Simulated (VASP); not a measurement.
# MnSb: single point with r2SCAN

The system is MnSb.

```
Mn Sb
1.0
     0.00000    3.12082    3.12082
     3.12082    0.00000    3.12082
     3.12082    3.12082    0.00000
Mn Sb
1 1
Direct
  0.00000 0.00000 0.00000
  0.25000 0.25000 0.25000
```

```
Program                : VASP 6.6.1
Task                   : single point
Functional             : r2SCAN
Potentials or basis    : VASP PAW PBE potentials, release 64 (Mn_pv, Sb)
Cutoff                 : 520 eV
k mesh                 : 10 × 10 × 10
Occupations            : gaussian, width 0.05 eV
Spin                   : collinear spin, ferromagnetic start
Starting moments       : [4.53, 0.0] μB
Dipole correction      : no
Further INCAR settings : ALGO = Normal; EDIFF = 1e-06; NBANDS = 20
```

| Property | Result |
| --- | --- |
| Pressure | -0.8 GPa |
| Band gap on the k mesh | zero (filled and empty bands overlap) |
| Net moment | 4.00 μB per cell |
| Site moments | Mn +4.14; Sb -0.28 μB |
| Valence electrons inside the program's atomic spheres | Mn 11.39; Sb 2.50 |

Levels at points of the mesh, in eV from the Fermi level:
Spin up:
```
           k point  band 8  band 9  band 10  band 11  band 12  band 13  band 14  band 15
(0.00, 0.00, 0.00)   -3.45   -3.45     2.37     2.37     2.37     3.50     5.49     5.49
(0.50, 0.00, 0.00)   -3.38   -3.38    -3.08     1.04     1.04     3.81     6.12     6.12
(0.50, 0.50, 0.00)   -3.38   -3.13    -2.73    -0.74    -0.74     3.25     3.97    11.49
```
Spin down:
```csv
k point,band 4,band 5,band 6,band 7,band 8,band 9,band 10,band 11
"(0.00, 0.00, 0.00)",-10.25,-1.18,-1.18,-1.18,1.80,1.80,4.32,4.32
"(0.50, 0.00, 0.00)",-9.26,-3.71,-1.14,-1.14,1.56,1.81,1.81,3.00
"(0.50, 0.50, 0.00)",-8.91,-3.57,-1.42,-1.42,0.90,1.62,1.96,1.96
```

Run time: 3.1 min on 1 thread of Intel(R) Xeon(R) 6975P-C (Granite Rapids) (shared host), peak memory 0.31 GiB.

Caveat: the PAW data sets were made with another functional, which shifts forces and pressure a little; spin-orbit coupling is left out, which moves the levels of the heavy elements; a cell with one magnetic atom can't hold antiferromagnetic order, which such compounds often take.
